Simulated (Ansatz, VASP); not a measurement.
# Two plane-wave programs on FeRe6Pb2

```xyz
9
Lattice="7.1122 0.0000 0.0000 -3.5561 6.1594 0.0000 0.0000 0.0000 3.6588" Properties=species:S:1:pos:R:3 pbc="T T T"
Pb   -0.0004    4.1065    0.0000
Pb    3.5565    2.0529    0.0000
Re    1.7212    0.0000    0.0000
Re    2.6955    4.6688    0.0000
Re   -0.8606    1.4906    0.0000
Re    4.2460    0.0000    1.8294
Re    1.4331    2.4822    1.8294
Re   -2.1230    3.6772    1.8294
Fe    0.0000    0.0000    1.8294
```

Alike in both runs: task single point; functional PBE; k mesh 3 × 3 × 5; no spin polarisation.

```csv
,VASP,Ansatz
version,VASP 6.6.1,Ansatz 0.2.0
potentials or method,"VASP PAW PBE potentials, release 64 (Pb_d, Re, Fe), cutoff 520 eV",PAW plane waves
occupations,"fermi-dirac, width 0.1 eV",fermi-dirac
valence electrons in the cell,78,134
```

Ansatz gave:

| Quantity | Value |
| --- | --- |
| gap on the k mesh at the Fermi level (eV) | none |
| pressure (GPa) | -13.7 |
| traceless stress, the component that is largest in VASP (GPa) | -0.91 |
| rms of the force components (eV/Å) | 1.259 |

Which values does VASP return?

gap on the k mesh at the Fermi level (eV): none; pressure (GPa): -14.1; traceless stress, the component that is largest in VASP (GPa): -0.96; rms of the force components (eV/Å): 1.267.

Atom by atom the forces differ by 0.017 eV/Å (rms over components). A gap of «none» marks a metal or a gap that the smearing closes. VASP's potentials hold 78 valence electrons a cell and Ansatz's 134, so a difference there can come from the potentials and not from the codes. Ansatz's warnings: structure snapped to symmetry.

Neither program's run includes spin-orbit coupling.
